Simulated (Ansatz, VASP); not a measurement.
This is a calculation of SnO for Ansatz 0.2.0.

File input.yaml:

```yaml
crystal:
  lattice:
    - [3.3772242237, 0.0, 0.0]
    - [0.0, 5.7116819428, 0.0]
    - [0.0, 0.0, 4.2499308811]
  atoms:
    - { symbol: Sn, position: [0.5, 0.768091, 0.013144] }
    - { symbol: Sn, position: [0.0, 0.231909, 0.513144] }
    - { symbol: O, position: [0.5, 0.10875, 0.236857] }
    - { symbol: O, position: [0.0, 0.89125, 0.736857] }
hamiltonian:
  xc: pbe
  pseudopotentials: { kind: paw }
kpoints:
  mp_grid: { grid: [8, 5, 6] }
scf:
  occupations: { method: fermi_dirac, width: 0.05 }
output:
  forces: true
  stress: true
  eigenvalues: true
```

Potentials or basis: Ansatz PAW.

Command:

```sh
$ ansatz run input.yaml --threads 2 --pin off --max-ram 5120MiB --backend cpu --events-out ev --progress --plain --runs-dir out
```

Question: Translate it to VASP 6.6.1. Potentials there: VASP PAW PBE potentials, release 64 (Sn_d, O).

Answer: As run (the cutoff follows the program's own potentials):

Contents of INCAR:

```
ALGO = Normal
EDIFF = 1E-6
ENCUT = 520
GGA = PE
ISIF = 2
ISMEAR = -1
LASPH = T
LCHARG = F
LREAL = F
LWAVE = F
NBANDS = 28
NELM = 100
PREC = Accurate
SIGMA = 0.05
```

Contents of KPOINTS:

```
k-points
0
Gamma
  8 5 6
```

File POSCAR:

```
SnO
1.0
    3.3772242237      0.0000000000      0.0000000000
    0.0000000000      5.7116819428      0.0000000000
    0.0000000000      0.0000000000      4.2499308811
Sn O
2 2
Direct
    0.5000000000      0.7680910000      0.0131440000
    0.0000000000      0.2319090000      0.5131440000
    0.5000000000      0.1087500000      0.2368570000
    0.0000000000      0.8912500000      0.7368570000
```

Potentials or basis: VASP PAW PBE potentials, release 64 (Sn_d, O).

Run with:

```sh
$ cat potpaw_PBE.64/Sn_d/POTCAR potpaw_PBE.64/O/POTCAR > POTCAR
$ mpirun -np 1 vasp_std > vasp.out
```

Both were run:

|  | VASP | Ansatz | Ansatz less VASP |
| --- | --- | --- | --- |
| gap on the k mesh at the Fermi level (eV) | 1.52 | 1.53 | +0.011 |
| least direct gap on the mesh (eV) | 2.11 | 2.12 | +0.011 |
| pressure (GPa) | -0.9 | -1.1 | -0.19 |
| traceless stress, the component that is largest in VASP (GPa) | -0.34 | -0.37 | -0.031 |
| rms of the force components (eV/Å) | 0.133 | 0.164 | +0.0312 |

Atom by atom the forces differ by 0.032 eV/Å (rms over components).

Noted on Ansatz's run: odd divisions of the mesh miss points on the zone boundary, where band edges often lie, so the gap on the mesh can be too wide.
